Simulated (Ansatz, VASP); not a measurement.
## CsCo3 in VASP and in Ansatz

```
CELL_PARAMETERS angstrom
3.99079 0.00000 0.00000
0.00000 3.99079 0.00000
0.00000 0.00000 3.99079
ATOMIC_POSITIONS crystal
Cs 0.00000 0.00000 0.00000
Co 0.00000 0.50000 0.50000
Co 0.50000 0.00000 0.50000
Co 0.50000 0.50000 0.00000
```

Alike in both runs: functional PBE; k mesh 4 × 4 × 4; occupations gaussian, width 0.1 eV; collinear spin.

Ansatz relaxed the structure, and its values are those at the end. VASP's run is a single point on that final structure, the one shown.

```csv
,VASP,Ansatz
version,VASP 6.6.1,Ansatz 0.2.0
potentials or method,"VASP PAW PBE potentials, release 64 (Cs_sv, Co_sv), cutoff 600 eV","scalar-relativistic, plane waves, PAW"
valence electrons in the cell,60,60
```

|  | VASP | Ansatz | Ansatz less VASP |
| --- | --- | --- | --- |
| gap on the k mesh at the Fermi level (eV) | none | none | - |
| pressure (GPa) | -0.4 | -0.3 | +0.08 |
| net moment per atom (μB) | 1.09 | 1.09 | 0.000 |
| size of the moment on the site where the two differ most (μB) | 1.52 | 1.53 | +0.017 |

Site moments also hang on the region over which each program counts them. A gap of «none» marks a metal or a gap that the smearing closes.

The k mesh is coarse, so the values compare programs but aren't converged. Neither program's run includes spin-orbit coupling.
